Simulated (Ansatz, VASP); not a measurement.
## Ti in VASP and in Ansatz

INCAR

```
SYSTEM = Ti
ALGO = Fast ; EDIFF = 1E-7
ENCUT = 520 ; GGA = PS
ISIF = 2 ; ISMEAR = 0
LASPH = .True. ; LCHARG = .False.
LREAL = .False. ; LWAVE = .False.
NBANDS = 12 ; NELM = 80
PREC = Accurate ; SIGMA = 0.15
```

KPOINTS

```
k-points
0
Gamma
  20 20 20
  0 0 0
```

POSCAR

```
Ti
1.0
   -1.7722800000      1.7722800000      1.5753600000
    1.7722800000     -1.7722800000      1.5753600000
    1.7722800000      1.7722800000     -1.5753600000
Ti
1
Direct
    0.0000000000      0.0000000000      0.0000000000
```

Input for Ansatz:

```yaml
crystal:
  lattice:
    - [-1.77228, 1.77228, 1.57536]
    - [1.77228, -1.77228, 1.57536]
    - [1.77228, 1.77228, -1.57536]
  atoms:
    - { symbol: Ti, position: [0.0, 0.0, 0.0] }
basis:
  ecutwfc: 420
kpoints:
  mp_grid: { grid: [20, 20, 20] }
hamiltonian:
  xc: pbesol
scf:
  occupations: { method: gaussian, width: 0.15 }
output:
  forces: true
  stress: true
  eigenvalues: true
```

Change from the starting cell: strain +0.080 along x and y, -0.040 along z, atoms carried along.

Alike in both runs: task single point; functional PBEsol; k mesh 20 × 20 × 20; occupations gaussian, width 0.15 eV; no spin polarisation.

|  | VASP | Ansatz |
| --- | --- | --- |
| version | VASP 6.6.1 | Ansatz 0.2.0 |
| potentials or method | VASP PAW PBE potentials, release 64 (Ti_sv), cutoff 520 eV | scalar-relativistic, plane waves, PAW |
| valence electrons in the cell | 12 | 12 |

|  | VASP | Ansatz | Ansatz less VASP |
| --- | --- | --- | --- |
| gap on the k mesh at the Fermi level (eV) | none | none | - |
| pressure (GPa) | -14.8 | -14.8 | +0.05 |
| traceless stress, the component that is largest in VASP (GPa) | -0.83 | -0.81 | +0.019 |

VASP's potentials were made for PBE, not for PBEsol. A gap of «none» marks a metal or a gap that the smearing closes.
